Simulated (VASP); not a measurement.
# Ru (P6_3/mmc) in VASP: a series of runs, part 2 of 2

VASP 6.6.1.

**3. Single point, LDA**

INCAR

```
ALGO     = Normal         # electronic algorithm
EDIFF    = 1E-6           # SCF threshold, eV
ENCUT    = 560            # plane-wave cutoff, eV
GGA      = CA             # functional
GGA_COMPAT= False        
ISIF     = 2              # what is computed and relaxed
ISMEAR   = -1             # smearing method
LASPH    = True           # aspherical terms in the spheres
LCHARG   = False          # write CHGCAR
LREAL    = False          # projectors in reciprocal space
LWAVE    = False          # write WAVECAR
NBANDS   = 23             # bands
NELM     = 120            # most SCF steps
PREC     = Accurate       # precision mode
SIGMA    = 0.1            # smearing width, eV
```

KPOINTS

```
k-points
0
Gamma
  13 13 8
```

POSCAR

```
Ru
1.0
    2.6775346364      0.0000000000      0.0000000000
   -1.3387673182      2.3188130146      0.0000000000
    0.0000000000      0.0000000000      4.2181251212
Ru
2
Direct
    0.3333333333      0.6666666667      0.2500000000
    0.6666666667      0.3333333333      0.7500000000
```

Potentials or basis: VASP PAW LDA potentials, release 64 (Ru_sv).

Run with:

```console
$ cat potpaw_LDA.64/Ru_sv/POTCAR > POTCAR
$ mpirun -np 1 vasp_std > vasp.out
```

OUTCAR:

```text
EDIFF = 1E-6
   ENCUT = 560
   GGA = CA
   ISIF = 2
   ISMEAR = -1
   LASPH = True
   LREAL = False
   NELM = 120
   PREC = Accurate

 ion  position               nearest neighbor table
   1  0.333  0.667  0.250-   2 2.61   2 2.61   2 2.61   2 2.61   2 2.61   2 2.61
   2  0.667  0.333  0.750-   1 2.61   1 2.61   1 2.61   1 2.61   1 2.61   1 2.61

  LATTYP: Found a hexagonal cell.
 ALAT       =     2.6775346364
 C/A-ratio  =     1.5753764914

  Lattice vectors:

 A1 = (   2.6775346364,   0.0000000000,   0.0000000000)
 A2 = (  -1.3387673182,   2.3188130146,   0.0000000000)
 A3 = (   0.0000000000,   0.0000000000,   4.2181251212)

Analysis of symmetry for initial positions (statically):
=====================================================================
 Subroutine PRICEL returns:
 Original cell was already a primitive cell.

 Routine SETGRP: Setting up the symmetry group for a
 hexagonal supercell.

 Subroutine GETGRP returns: Found 24 space group operations
 (whereof 12 operations were pure point group operations)
 out of a pool of 24 trial point group operations.

The static configuration has the point symmetry D_3d.
 The point group associated with its full space group is D_6h.

Analysis of symmetry for dynamics (positions and initial velocities):
=====================================================================
 Subroutine PRICEL returns:
 Original cell was already a primitive cell.

 Routine SETGRP: Setting up the symmetry group for a
 hexagonal supercell.

 Subroutine GETGRP returns: Found 24 space group operations
 (whereof 12 operations were pure point group operations)
 out of a pool of 24 trial point group operations.

The dynamic configuration has the point symmetry D_3d.
 The point group associated with its full space group is D_6h.

 Subroutine INISYM returns: Found 24 space group operations
 (whereof 12 operations are pure point group operations),
 and found     1 'primitive' translations

----------------------------------------------------------------------------------------

                                     Primitive cell

  volume of cell :      26.1891

  direct lattice vectors                    reciprocal lattice vectors
     2.677534636  0.000000000  0.000000000     0.373477895  0.215627563  0.000000000
    -1.338767318  2.318813015  0.000000000     0.000000000  0.431255127  0.000000000
     0.000000000  0.000000000  4.218125121     0.000000000  0.000000000  0.237072152

  length of vectors
     2.677534636  2.677534636  4.218125121     0.431255127  0.431255127  0.237072152

  position of ions in fractional coordinates (direct lattice)
     0.333333333  0.666666667  0.250000000
     0.666666667  0.333333333  0.750000000

  ion indices of the primitive-cell ions
   primitive index   ion index
                 1           1
                 2           2

----------------------------------------------------------------------------------------

 KPOINTS: k-points

Automatic generation of k-mesh.
 Grid dimensions read from file:
 generate k-points for:   13   13    8

 Generating k-lattice:

  Cartesian coordinates                     Fractional coordinates (reciprocal lattice)
     0.028729069  0.016586736  0.000000000     0.076923077  0.000000000  0.000000000
     0.000000000  0.033173471  0.000000000     0.000000000  0.076923077  0.000000000
     0.000000000  0.000000000  0.029634019     0.000000000  0.000000000  0.125000000

  Length of vectors
     0.033173471  0.033173471  0.029634019

  Shift w.r.t. Gamma in fractional coordinates (k-lattice)
     0.000000000  0.000000000  0.000000000

 Subroutine IBZKPT returns following result:
 ===========================================

 Found    105 irreducible k-points:

 Following reciprocal coordinates:
            Coordinates               Weight
  0.000000  0.000000  0.000000      1.000000
  0.076923  0.000000  0.000000      6.000000
  0.153846  0.000000  0.000000      6.000000
  0.230769  0.000000  0.000000      6.000000
  0.307692  0.000000  0.000000      6.000000
  0.384615  0.000000  0.000000      6.000000
[... 16 lines left out ...]
  0.076923  0.000000  0.125000     12.000000
  0.153846  0.000000  0.125000     12.000000
 [... further k-points ...]
   k-points           NKPTS =    105   k-points in BZ     NKDIM =    105   number of bands    NBANDS=     23
   number of dos      NEDOS =    301   number of ions     NIONS =      2
   total plane-waves  NPLWV =  20736
   dimension x,y,z NGX =    24 NGY =   24 NGZ =   36
   dimension x,y,z NGXF=    48 NGYF=   48 NGZF=   72
   ions per type =               2
   NGX,Y,Z   is equivalent  to a cutoff of  14.90, 14.90, 14.19 a.u.
   NGXF,Y,Z  is equivalent  to a cutoff of  29.80, 29.80, 28.38 a.u.
 SYSTEM =  unknown system
   PREC   = accura    normal or accurate (medium, high low for compatibility)
   ISTART =      0    job   : 0-new  1-cont  2-samecut
   ICHARG =      2    charge: 1-file 2-atom 10-const
   ISPIN  =      1    spin polarized calculation?
   LNONCOLLINEAR =      F non collinear calculations
   LSORBIT =      F    spin-orbit coupling
   LASPH  =      T    aspherical Exc in radial PAW
   ENCUT  =  560.0 eV  41.16 Ry    6.42 a.u.   5.17  5.17  8.14*2*pi/ulx,y,z
   NELM   =    120;   NELMIN=  2; NELMDL= -5     # of ELM steps
   EDIFF  = 0.1E-05   stopping-criterion for ELM
   LREAL  =      F    real-space projection
   EDIFFG = 0.1E-04   stopping-criterion for IOM
   NSW    =      0    number of steps for IOM
   IBRION =     -1    ionic relax: 0-MD 1-quasi-New 2-CG
   NFREE  =      0    steps in history (QN), initial steepest desc. (CG)
   ISIF   =      2    stress and relaxation
   ISYM   =      2    0-nonsym 1-usesym 2-fastsym
   POTIM  = 0.5000    time-step for ionic-motion
   TEBEG  =    0.0;   TEEND  =   0.0 temperature during run
   PSTRESS=    0.0 pullay stress
   NELECT =      32.0000    total number of electrons
   NUPDOWN=      -1.0000    fix difference up-down
   EMIN   =  10.00;   EMAX   =-10.00  energy-range for DOS
   EFERMI =   0.00;   METHOD = LEGACY
   ISMEAR =    -1;   SIGMA  =   0.10  broadening in eV -4-tet -1-fermi 0-gaus
   EFERMI_NEDOS =   21; number of points for ismear=-14 and -15
   IALGO  =     38    algorithm
   IMIX   =      4    mixing-type and parameters
     AMIX     =   0.40;   BMIX     =  1.00
     AMIX_MAG =   1.60;   BMIX_MAG =  1.00
  volume/ion in A,a.u.               =      13.09        88.37
  Fermi-wavevector in a.u.,A,eV,Ry     =   1.750188  3.307376 41.676800  3.063158
  Thomas-Fermi vector in A             =   2.820956
   LORBIT       =      0    0 simple, 1 ext, 2 COOP (PROOUT), +10 PAW based schemes
   GGA     = CA    functional components
   LHFCALC =     F    Hartree Fock is set to
   AEXX    =    0.0000 exact exchange contribution
   IVDW    =     0    specifies the selected vdW correction
   LEPSILON=     F    determine dielectric tensor
   LRPA    =     F    only Hartree local field effects (RPA)
 non-spin polarized calculation
  energy-cutoff  :      560.00
  volume of cell :       26.19
 maximum number of plane-waves:       808
 NGX is ok and might be reduce to    24
   NGX = 11   NGY = 11   NGZ = 17

 number of electron      32.0000001 magnetization

 Free energy of the ion-electron system (eV)
  ---------------------------------------------------
  ext. energy  EPLUGINS =         0.00000000
  ---------------------------------------------------
  free energy    TOTEN  =       -21.42385045 eV

  energy without entropy =      -21.37230750  energy(sigma->0) =      -21.39807898

 E-fermi :  15.7462     XC(G=0): -14.7408

 val. band max:       15.7162852902   @ k =   0.4615   0.0769   0.2500
 cond. band min:      15.7568737875   @ k =   0.2308   0.0769   0.2500
 fundamental gap:      0.0405884973
 Fermi energy:        15.7462373001

 k-point     1 :       0.0000    0.0000    0.0000
  band No.  band energies     occupation
      1     -57.1068      2.00000
      2     -56.8590      2.00000
      3     -27.8984      2.00000
      4     -26.8276      2.00000
      5     -26.8276      2.00000
      6     -26.6297      2.00000
[... 15 lines left out ...]
     22      30.5709      0.00000
     23      33.1792      0.00000

 k-point     2 :       0.0769    0.0000    0.0000
  band No.  band energies     occupation
      1     -57.0966      2.00000
      2     -56.8552      2.00000
      3     -27.8753      2.00000
      4     -26.8763      2.00000
      5     -26.8442      2.00000
      6     -26.6804      2.00000
[... 564 lines left out ...]
 k-point    24 :       0.1538    0.0000    0.1250
  band No.  band energies     occupation
      1     -57.0595      2.00000
      2     -56.8536      2.00000
      3     -27.7713      2.00000
      4     -26.9987      2.00000
      5     -26.8800      2.00000
      6     -26.8519      2.00000
[... 15 lines left out ...]
     22      31.5219      0.00000
     23      33.8870      0.00000

 [... further k-points ...]
[... 5 lines left out ...]
  --------------------------------------------------------------------------------------
  -------------------------------------------------------------------------------------
  Total        0.0892745      0.0892745      0.0924010     -0.0000000      0.0000000      0.0000000
  in kB        5.4615736      5.4615736      5.6528439     -0.0000000      0.0000000      0.0000000
  external PRESSURE =       5.5253304 kB  Pullay stress =       0.0000000 kB

 VOLUME and BASIS-vectors are now :
 -----------------------------------------------------------------------------
  energy-cutoff  :      560.00
  volume of cell :       26.19
      direct lattice vectors                 reciprocal lattice vectors
     2.677534636  0.000000000  0.000000000     0.373477895  0.215627563  0.000000000
    -1.338767318  2.318813015  0.000000000     0.000000000  0.431255127  0.000000000
     0.000000000  0.000000000  4.218125121     0.000000000  0.000000000  0.237072152

 POSITION                                       TOTAL-FORCE (eV/Angst)
 -----------------------------------------------------------------------------------
     -0.00000      1.54588      1.05453        -0.000000     -0.000000      0.000000
      1.33877      0.77294      3.16359         0.000000      0.000000      0.000000
 -----------------------------------------------------------------------------------
    total drift:                               -0.000000      0.000000     -0.000000

  FREE ENERGIE OF THE ION-ELECTRON SYSTEM (eV)
  ---------------------------------------------------
  free  energy   TOTEN  =       -21.4238504481 eV

  energy  without entropy=      -21.3723075036  energy(sigma->0) =      -21.39807898
```

Run time: 23 s. Hardware: 1 thread of AMD EPYC 9R45 (Zen 5), shared host; peak memory 0.14 GiB.

Results:

| Quantity | Value |
| --- | --- |
| Free energy | -21.4239 eV |
| Pressure | 0.6 GPa |
| Band gap on the k mesh | zero (bands 16 and 17 overlap by 3.29 eV) |

Levels at points of the mesh, in eV from the Fermi level:
```tsv
k point	band 13	band 14	band 15	band 16	band 17	band 18	band 19	band 20
(0.00, 0.00, 0.00)	-2.57	-2.07	-2.07	-1.55	-1.55	1.22	1.22	1.35
(0.00, 0.00, 0.50)	-2.99	-2.99	-2.86	-2.86	0.55	0.55	0.55	0.55
```

**4. Single point, LDA**

INCAR

```
SYSTEM = Ru
PREC     = Accurate       ! precision mode
ENCUT    = 560            ! plane-wave cutoff, eV
EDIFF    = 1E-6           ! SCF threshold, eV
ISMEAR   = -1             ! smearing method
SIGMA    = 0.1            ! smearing width, eV
LREAL    = .False.        ! projectors in reciprocal space
LASPH    = .True.         ! aspherical terms in the spheres
NELM     = 120            ! most SCF steps
ALGO     = Normal         ! electronic algorithm
ISIF     = 2              ! what is computed and relaxed
LWAVE    = .False.        ! write WAVECAR
LCHARG   = .False.        ! write CHGCAR
NBANDS   = 23             ! bands
GGA_COMPAT= .False.
```

KPOINTS

```
Automatic mesh
0
Gamma
  13 13 8
  0 0 0
```

POSCAR is that of step 3.

Run with:

```console
$ cat potpaw_LDA.64/Ru_sv/POTCAR > POTCAR
$ mpirun -np 1 vasp_std > vasp.out
```

Run time: 25 s. Hardware: 1 thread of Intel Xeon Platinum 8559C (Emerald Rapids), shared host; peak memory 0.17 GiB.

Results (log left out):

```
Free energy            : -21.4239 eV
Pressure               : 0.6 GPa
Band gap on the k mesh : zero (bands 16 and 17 overlap by 3.29 eV)
```

Levels at points of the mesh, in eV from the Fermi level:
```csv
k point,band 12,band 13,band 14,band 15,band 16,band 17,band 18,band 19,band 20,band 21
"(0.00, 0.00, 0.00)",-2.81,-2.57,-2.07,-2.07,-1.55,-1.55,1.22,1.22,1.35,10.70
"(0.00, 0.00, 0.50)",-2.99,-2.99,-2.99,-2.86,-2.86,0.55,0.55,0.55,0.55,14.41
```

**5. Single point, LDA**

INCAR

```
SYSTEM = Ru
  ALGO = Normal
  EDIFF = 1E-6
  ENCUT = 560
  GGA = CA
  GGA_COMPAT = .False.
  ISIF = 2
  ISMEAR = 0
  LASPH = .True.
  LCHARG = .False.
  LREAL = .False.
  LWAVE = .False.
  NBANDS = 23
  NELM = 120
  PREC = Accurate
  SIGMA = 0.2
```

KPOINTS

```
k-points
0
Gamma
  13 13 8
  0 0 0
```

POSCAR is that of step 4.

Run with:

```console
$ cat potpaw_LDA.64/Ru_sv/POTCAR > POTCAR
$ mpirun -np 1 vasp_std > vasp.out
```

Wall time 33 s (1 thread of AMD EPYC 9R45 (Zen 5), shared host); peak memory 0.14 GiB.

It converged, with:

```
Free energy            : -21.4137 eV
Pressure               : 0.5 GPa
Band gap on the k mesh : zero (bands 16 and 17 overlap by 3.29 eV)
```

Stress tensor (GPa, compression positive):
```
0.53 0.00 0.00
0.00 0.53 0.00
0.00 0.00 0.32
```

Levels at points of the mesh, in eV from the Fermi level:
| k point | band 14 | band 15 | band 16 | band 17 | band 18 | band 19 |
| --- | --- | --- | --- | --- | --- | --- |
| (0.00, 0.00, 0.00) | -2.07 | -2.07 | -1.55 | -1.55 | 1.22 | 1.22 |
| (0.00, 0.00, 0.50) | -3.00 | -2.86 | -2.86 | 0.55 | 0.55 | 0.55 |

**6. Single point, LDA**

INCAR

```
PREC = Accurate
ENCUT = 560
EDIFF = 1E-6
ISMEAR = 1
SIGMA = 0.01
LREAL = False
LASPH = True
NELM = 120
ALGO = Normal
ISIF = 2
LWAVE = False
LCHARG = False
GGA = CA
NBANDS = 23
GGA_COMPAT = False
```

KPOINTS

```
regular mesh
0
Gamma
  13 13 8
```

POSCAR is that of step 5.

Potentials or basis: VASP PAW LDA potentials, release 64 (Ru_sv).

Run with:

```console
$ cat potpaw_LDA.64/Ru_sv/POTCAR > POTCAR
$ mpirun -np 1 vasp_std > vasp.out
```

It took 28 s on 1 thread of Intel Xeon Platinum 8488C (Sapphire Rapids), shared host; peak memory 0.17 GiB.

It converged, with:

```yaml
Free_energy: -21.3990 eV
Pressure: 0.4 GPa
Band_gap_on_the_k_mesh: zero (bands 16 and 17 overlap by 3.28 eV)
```

Stress tensor (GPa, compression positive):
```
 0.59  0.00  0.00
 0.00  0.59  0.00
 0.00  0.00 -0.11
```

Levels at points of the mesh, in eV from the Fermi level:
```csv
k point,band 14,band 15,band 16,band 17,band 18,band 19
"(0.00, 0.00, 0.00)",-2.08,-2.08,-1.56,-1.56,1.21,1.21
"(0.00, 0.00, 0.50)",-3.00,-2.87,-2.87,0.54,0.54,0.54
```

**7. Summary**

```csv
k mesh,smearing,gap on the mesh (eV),pressure (GPa)
7 × 7 × 4,fermi-dirac 0.1 eV,none,1.2
13 × 13 × 8,fermi-dirac 0.1 eV,none,0.6
13 × 13 × 8,gaussian 0.2 eV,none,0.5
13 × 13 × 8,methfessel-paxton 0.01 eV,none,0.4
```

Alike in all rows: task single point; level LDA; potentials or basis VASP PAW LDA potentials, release 64 (Ru_sv); no spin polarisation; cell as given; cutoff (eV) 560.

Caveats: some runs use coarse meshes.

Total energies depend on the potentials used, so only differences within one code and one set of settings carry meaning.

The gap in the log of VASP goes by the Fermi energy; the results here count the filled bands.